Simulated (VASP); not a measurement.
A run of VASP 6.6.1:

The input POSCAR:

```
SnS2
1.0
    3.6607574689      0.0000000000      0.0000000000
   -1.8303787344      3.1703089651      0.0000000000
    0.0000000000      0.0000000000      5.9618049349
Sn S
1 2
Direct
    0.0000000000      0.0000000000      0.0000000000
    0.3333333333      0.6666666667      0.2455903383
    0.6666666667      0.3333333333      0.7544096617
```

INCAR.step1

```
SYSTEM = SnS2
PREC = Accurate
ENCUT = 400
EDIFF = 1E-5
ISMEAR = 0
SIGMA = 0.01
LREAL = .False.
LASPH = .True.
NELM = 120
ALGO = Normal
ISIF = 2
LWAVE = .True.
LCHARG = .False.
NBANDS = 20
GGA = PE
GGA_COMPAT = .False.
```

Contents of INCAR.step2:

```
SYSTEM = SnS2
PREC = Accurate
ENCUT = 400
EDIFF = 1E-6
ISMEAR = 0
SIGMA = 0.01
LREAL = .False.
LASPH = .True.
NELM = 120
ALGO = Normal
ISIF = 2
LWAVE = .False.
LCHARG = .False.
GGA = PE
LHFCALC = .True.
HFSCREEN = 0.2079
PRECFOCK = Normal
NBANDS = 20
ISTART = 1
GGA_COMPAT = .False.
```

The input KPOINTS:

```
regular mesh
0
Gamma
  6 6 2
  0 0 0
```

Potentials or basis: VASP PAW PBE potentials, release 64 (Sn_d, S).

The run is started by

```sh
$ cat potpaw_PBE.64/Sn_d/POTCAR potpaw_PBE.64/S/POTCAR > POTCAR
$ cp INCAR.step1 INCAR
$ mpirun -np 1 vasp_std > vasp.out
$ cp INCAR.step2 INCAR
$ mpirun -np 1 vasp_std > vasp.out
```

Hardware: 1 thread of Intel(R) Xeon(R) Platinum 8259CL CPU @ 2.50GHz (Skylake/Cascade Lake) (shared host).

Q: How long does it take, and how much memory?

A: Run time: 24 min on 1 thread of Intel(R) Xeon(R) Platinum 8259CL CPU @ 2.50GHz (Skylake/Cascade Lake) (shared host), peak memory 0.27 GiB. Counts: k points 14.
